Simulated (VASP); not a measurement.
Write the native input for VASP 6.6.1 that does the following.

* Task: single point
* Functional: LDA
* Potentials or basis: VASP PAW LDA potentials, release 64 (Ru_pv, As)
* Cutoff: 500 eV
* k mesh: 14 × 14 × 12
* Occupations: fermi-dirac, width 0.08 eV
* Spin: no spin polarisation
* Dipole correction: no
* Further INCAR settings: ALGO = Normal; EDIFF = 1e-06; NBANDS = 16

The structure of AsRu (WC type) lies in POSCAR:

```
AsRu
1.0
    2.9004504133      0.0000000000      0.0000000000
   -1.4502252067      2.5118637404      0.0000000000
    0.0000000000      0.0000000000      3.5799629361
Ru As
1 1
Direct
    0.0000000000      0.0000000000      0.0000000000
    0.3333333333      0.6666666667      0.5000000000
```

The input as run:

INCAR

```
SYSTEM = AsRu
PREC = Accurate
ENCUT = 500
EDIFF = 1E-6
ISMEAR = -1
SIGMA = 0.08
LREAL = .False.
LASPH = .True.
NELM = 120
ALGO = Normal
ISIF = 2
LWAVE = .False.
LCHARG = .False.
GGA = CA
NBANDS = 16
GGA_COMPAT = .False.
```

KPOINTS

```
regular mesh
0
Gamma
  14 14 12
  0 0 0
```

Potentials or basis: VASP PAW LDA potentials, release 64 (Ru_pv, As).

Run with:

```sh
$ cat potpaw_LDA.64/Ru_pv/POTCAR potpaw_LDA.64/As/POTCAR > POTCAR
$ mpirun -np 1 vasp_std > vasp.out
```

It gave:

```yaml
Pressure: 26.4 GPa
Band_gap_on_the_k_mesh: zero (an odd number of electrons rules out a gap without spin polarisation)
```

Caveat: the cell stands under pressure.

Run time: 47 s on 1 thread of Intel(R) Xeon(R) Platinum 8259CL CPU @ 2.50GHz (Skylake/Cascade Lake) (shared host), peak memory 0.18 GiB.
